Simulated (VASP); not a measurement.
Here is a VASP 6.6.1 calculation.

POSCAR

```
Au
1.0
    0.0000000000      2.0761825000      2.0761825000
    2.0761825000      0.0000000000      2.0761825000
    2.0761825000      2.0761825000      0.0000000000
Au
1
Direct
    0.0000000000      0.0000000000      0.0000000000
```

File INCAR.step1:

```
ALGO = Normal
EDIFF = 1E-4
ENCUT = 520
GGA = PE
ISMEAR = 0
LASPH = True
LCHARG = False
LREAL = False
LWAVE = True
NBANDS = 12
NELM = 60
PREC = Accurate
SIGMA = 0.15
```

Contents of INCAR.step2:

```
ALGO = Normal
EDIFF = 1E-6
ENCUT = 520
ISIF = 2
ISMEAR = 0
ISTART = 1
LASPH = True
LCHARG = False
LMIXTAU = True
LREAL = False
LWAVE = False
METAGGA = R2SCAN
NBANDS = 12
NELM = 60
PREC = Accurate
SIGMA = 0.15
```

File KPOINTS:

```
k-points
0
Gamma
  20 20 20
```

Potentials or basis: VASP PAW PBE potentials, release 64 (Au).

Run with:

```console
$ cat potpaw_PBE.64/Au/POTCAR > POTCAR
$ cp INCAR.step1 INCAR
$ mpirun -np 1 vasp_std > vasp.out
$ cp INCAR.step2 INCAR
$ mpirun -np 1 vasp_std > vasp.out
```

Question: Predict the band gap on the k mesh.

Answer: Zero (an odd number of electrons rules out a gap without spin polarisation).

Question: Predict the pressure.

Answer: -2.7 GPa.

Caveat: the cell differs from its parent crystal (strain +0.015 along x and y, +0.015 along z); the PAW data sets were made with another functional, which shifts forces and pressure a little; spin-orbit coupling is left out, which moves the levels of the heavy elements.
